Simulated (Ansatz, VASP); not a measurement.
## NaEuC4 in VASP and in Ansatz

```
Na Eu C
1.0
     3.63078    0.00000    0.00000
    -1.81539    3.14435    0.00000
     0.00000    0.00000    7.56198
Na Eu C
1 1 4
Direct
  0.00000 0.00000 0.00000
  0.00000 0.00000 0.50000
  0.33333 0.66667 0.73408
  0.33333 0.66667 0.26592
  0.66667 0.33333 0.73408
  0.66667 0.33333 0.26592
```

Change from the starting cell: species swapped into the NbVB4 type (P6/mmm, No. 191).

Alike in both runs: task single point; functional PBE; k mesh 6 × 6 × 2; occupations gaussian, width 0.1 eV; collinear spin.

|  | VASP | Ansatz |
| --- | --- | --- |
| version | VASP 6.6.1 | Ansatz 0.2.0 |
| potentials or method | VASP PAW PBE potentials, release 64 (Na_pv, Eu, C), cutoff 520 eV | scalar-relativistic, plane waves, PAW |
| valence electrons in the cell | 40 | 42 |

Ansatz gave:

```
gap on the k mesh at the Fermi level (eV)                     : none
pressure (GPa)                                                : -17.2
traceless stress, the component that is largest in VASP (GPa) : 14.50
rms of the force components (eV/Å)                            : 0.062
net moment per atom (μB)                                      : 1.13
size of the moment on the site where the two differ most (μB) : 6.40
```

Task: What did VASP give for the same quantities?

Result: gap on the k mesh at the Fermi level (eV): none; pressure (GPa): -17.2; traceless stress, the component that is largest in VASP (GPa): 14.46; rms of the force components (eV/Å): 0.059; net moment per atom (μB): 1.13; size of the moment on the site where the two differ most (μB): 6.32.

Site moments also hang on the region over which each program counts them. Atom by atom the forces differ by 0.002 eV/Å (rms over components). A gap of «none» marks a metal or a gap that the smearing closes. The functional is the same, so the differences come from potentials, cutoffs and numerics. VASP's potentials hold 40 valence electrons a cell and Ansatz's 42, so a difference there can come from the potentials and not from the codes.

The k mesh is coarse, so the values compare programs but aren't converged. Neither program's run includes spin-orbit coupling.
